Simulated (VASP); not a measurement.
Write the native input for VASP 6.6.1 that does the following.

- Task: electric field gradients
- Functional: PBE
- Potentials or basis: VASP PAW PBE potentials, release 64 (Ta_pv)
- Cutoff: 520 eV
- k mesh: 17 × 17 × 17
- Occupations: fermi-dirac, width 0.08 eV
- Spin: no spin polarisation
- Dipole correction: no
- Further INCAR settings: ALGO = Normal; EDIFF = 1e-08; NBANDS = 12

The structure of Ta lies in POSCAR:

```
Ta
1.0
   -1.6677928000      1.6512800000      1.6512800000
    1.6512800000     -1.6677928000      1.6512800000
    1.6512800000      1.6512800000     -1.6677928000
Ta
1
Direct
    0.0000000000      0.0000000000      0.0000000000
```

This cell differs from its parent crystal: equal xy, yz and zx shear strains of -1 %.

The input as run:

INCAR

```
PREC = Accurate ; ENCUT = 520
EDIFF = 1E-8 ; ISMEAR = -1
SIGMA = 0.08 ; LREAL = False
LASPH = True ; NELM = 60
ALGO = Normal ; ISIF = 2
LWAVE = False ; LCHARG = False
GGA = PE ; LEFG = True
NBANDS = 12
```

KPOINTS

```
Automatic mesh
0
Gamma
  17 17 17
```

Potentials or basis: VASP PAW PBE potentials, release 64 (Ta_pv).

Launch:

```console
$ cat potpaw_PBE.64/Ta_pv/POTCAR > POTCAR
$ mpirun -np 1 vasp_std > vasp.out
```

It gave:

```
Pressure : 3.3 GPa
```

Caveat: the cell differs from its parent crystal (equal xy, yz and zx shear strains of -1 %); without QUAD_EFG the Cq values of the log hold for a quadrupole moment of 1 mb, not for the nuclei.

It took 54 s on 1 thread of AMD EPYC 9R45 96-Core Processor (Zen 5) (shared host), peak memory 0.19 GiB.
